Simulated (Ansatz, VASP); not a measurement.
## Two plane-wave programs on GaB2As3

```
Ga B As
1.0
     3.94221    0.00000    0.00000
     0.00000    3.94221    0.00000
     0.00000    0.00000    6.86236
Ga B As
1 2 3
Cartesian
  1.9711 1.9711 5.7317
  0.0000 0.0000 2.9949
  1.9711 1.9711 0.9822
  1.9711 0.0000 1.9706
  0.0000 1.9711 1.9706
  0.0000 0.0000 5.0562
```

Alike in both runs: functional PBE; k mesh 4 × 4 × 4; occupations gaussian, width 0.1 eV; no spin polarisation.

Ansatz relaxed the structure, and its values are those at the end. VASP's run is a single point on that final structure, the one shown.

|  | VASP | Ansatz |
| --- | --- | --- |
| version | VASP 6.6.1 | Ansatz 0.2.0 |
| potentials or method | VASP PAW PBE potentials, release 64 (Ga_d, B, As), cutoff 520 eV | scalar-relativistic, plane waves, PAW |
| valence electrons in the cell | 34 | 64 |

Ansatz gave:

```
gap on the k mesh at the Fermi level (eV) : none
pressure (GPa)                            : 0.0
rms of the force components (eV/Å)        : 0.010
```

Task: Which values does VASP return?

Result: gap on the k mesh at the Fermi level (eV): none; pressure (GPa): 0.3; rms of the force components (eV/Å): 0.018.

A gap of «none» marks a metal or a gap that the smearing closes. The functional is the same, so the differences come from potentials, cutoffs and numerics. VASP's potentials hold 34 valence electrons a cell and Ansatz's 64, so a difference there can come from the potentials and not from the codes.

The k mesh is coarse, so the values compare programs but aren't converged.
